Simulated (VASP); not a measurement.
Write the native input for VASP 6.6.1 that does the following.

```yaml
Task: single point
Functional: PBE
Potentials_or_basis: VASP PAW PBE potentials, release 64 (Zn, S)
Cutoff: 520 eV
k_mesh: 8 × 8 × 2
Occupations: gaussian, width 0.05 eV
Spin: no spin polarisation
Dipole_correction: no
Further_INCAR_settings: ALGO = Normal; EDIFF = 1e-06; NBANDS = 46
```

The structure of ZnS lies in POSCAR:

```
ZnS
1.0
   -3.8454929872      0.0000000000      0.0000000000
   -1.9227464936     -3.3302946170      0.0000000000
   -4.3261796106     -2.4977209627     12.6106666151
Zn S
4 4
Direct
   -0.1589365880     -0.1589365880      0.6563598951
    0.2160634120      0.2160634120      0.1563598951
   -0.0131032547     -0.0131032547      0.9063598951
    0.3618967453      0.3618967453      0.4063598951
   -0.2993967453     -0.2993967453      0.8436401049
    0.0756032547      0.0756032547      0.3436401049
    0.5964365880      0.5964365880      0.0936401049
    0.2214365880      0.2214365880      0.5936401049
```

The input as run:

INCAR

```
SYSTEM = ZnS
ALGO     = Normal         ! electronic algorithm
EDIFF    = 1E-6           ! SCF threshold, eV
ENCUT    = 520            ! plane-wave cutoff, eV
GGA      = PE             ! functional
ISIF     = 2              ! what is computed and relaxed
ISMEAR   = 0              ! smearing method
LASPH    = .TRUE.         ! aspherical terms in the spheres
LCHARG   = .FALSE.        ! write CHGCAR
LREAL    = .FALSE.        ! projectors in reciprocal space
LWAVE    = .FALSE.        ! write WAVECAR
NBANDS   = 46             ! bands
NELM     = 60             ! most SCF steps
PREC     = Accurate       ! precision mode
SIGMA    = 0.05           ! smearing width, eV
```

KPOINTS

```
k-points
0
G
  8 8 2
  0 0 0
```

Potentials or basis: VASP PAW PBE potentials, release 64 (Zn, S).

Run with:

```sh
$ cat potpaw_PBE.64/Zn/POTCAR potpaw_PBE.64/S/POTCAR > POTCAR
$ mpirun -np 1 vasp_std > vasp.out
```

Results of the run:

* Pressure: -0.1 GPa
* Largest force: 0.746 eV/Å
* Band gap on the k mesh: 1.32 eV, direct

Run time: 4.1 min on 1 thread of Intel(R) Xeon(R) 6975P-C (Granite Rapids) (shared host), peak memory 0.41 GiB.
